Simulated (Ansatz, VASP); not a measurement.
# Two plane-wave programs on Ga2GeO5

The input INCAR:

```
  PREC = Accurate
  ENCUT = 520
  EDIFF = 1E-6
  ISMEAR = 0
  SIGMA = 0.1
  LREAL = Auto
  LASPH = True
  NELM = 80
  ALGO = Normal
  ISIF = 2
  LWAVE = False
  LCHARG = False
  GGA = PE
  NBANDS = 84
```

Contents of KPOINTS:

```
Automatic mesh
0
Gamma
  4 2 2
```

POSCAR

```
Ga2GeO5
1.0
    3.0607829033      0.0000000000      0.0000000000
    0.0000000000      7.8778648278      0.0000000000
    0.0000000000      0.0000000000      8.2629616731
Ga Ge O
4 2 10
Direct
    0.5000000000      0.5968537207      0.6604438777
    0.0000000000      0.2525245158      0.4945667044
    0.5000000000      0.4031462793      0.1604438777
    0.0000000000      0.7474754842      0.9945667044
    0.5000000000      0.8909708778      0.3464775656
    0.5000000000      0.1090291222      0.8464775656
    0.5000000000      0.7185148549      0.4712686451
    0.5000000000      0.0957323497      0.4366574963
    0.5000000000      0.3735136956      0.5851229825
    0.0000000000      0.6394763809      0.7800835928
    0.0000000000      0.8923652911      0.2253791354
    0.5000000000      0.2814851451      0.9712686451
    0.5000000000      0.6264863044      0.0851229825
    0.5000000000      0.9042676503      0.9366574963
    0.0000000000      0.1076347089      0.7253791354
    0.0000000000      0.3605236191      0.2800835928
```

Input for Ansatz:

```yaml
crystal:
  lattice:
    - [3.0607829033, 0.0, 0.0]
    - [0.0, 7.8778648278, 0.0]
    - [0.0, 0.0, 8.2629616731]
  atoms:
    - { symbol: Ga, position: [0.5, 0.5968537207, 0.6604438777] }
    - { symbol: Ga, position: [0.0, 0.2525245158, 0.4945667044] }
    - { symbol: Ga, position: [0.5, 0.4031462793, 0.1604438777] }
    - { symbol: Ga, position: [0.0, 0.7474754842, 0.9945667044] }
    - { symbol: Ge, position: [0.5, 0.8909708778, 0.3464775656] }
    - { symbol: Ge, position: [0.5, 0.1090291222, 0.8464775656] }
    - { symbol: O, position: [0.5, 0.7185148549, 0.4712686451] }
    - { symbol: O, position: [0.5, 0.0957323497, 0.4366574963] }
    - { symbol: O, position: [0.5, 0.3735136956, 0.5851229825] }
    - { symbol: O, position: [0.0, 0.6394763809, 0.7800835928] }
    - { symbol: O, position: [0.0, 0.8923652911, 0.2253791354] }
    - { symbol: O, position: [0.5, 0.2814851451, 0.9712686451] }
    - { symbol: O, position: [0.5, 0.6264863044, 0.0851229825] }
    - { symbol: O, position: [0.5, 0.9042676503, 0.9366574963] }
    - { symbol: O, position: [0.0, 0.1076347089, 0.7253791354] }
    - { symbol: O, position: [0.0, 0.3605236191, 0.2800835928] }
basis:
  ecutwfc: 420
kpoints:
  mp_grid: { grid: [4, 2, 2] }
hamiltonian:
  xc: pbe
scf:
  occupations: { method: gaussian, width: 0.1 }
  lower_state_search: "off"
output:
  forces: true
  stress: true
  eigenvalues: true
```

Alike in both runs: task single point; functional PBE; k mesh 4 × 2 × 2; occupations gaussian, width 0.1 eV; no spin polarisation.

|  | VASP | Ansatz |
| --- | --- | --- |
| version | VASP 6.6.1 | Ansatz 0.2.0 |
| potentials or method | VASP PAW PBE potentials, release 64 (Ga_d, Ge_d, O), cutoff 520 eV | scalar-relativistic, plane waves, PAW |
| valence electrons in the cell | 140 | 140 |

|  | VASP | Ansatz | Ansatz less VASP |
| --- | --- | --- | --- |
| gap on the k mesh at the Fermi level (eV) | 1.94 | 1.96 | +0.023 |
| least direct gap on the mesh (eV) | 1.95 | 1.98 | +0.022 |
| pressure (GPa) | 0.2 | 0.0 | -0.19 |
| traceless stress, the component that is largest in VASP (GPa) | 0.33 | 0.11 | -0.215 |
| rms of the force components (eV/Å) | 0.026 | 0.002 | -0.0241 |

Atom by atom the forces differ by 0.025 eV/Å (rms over components).

The k mesh is coarse, so the values compare programs but aren't converged.
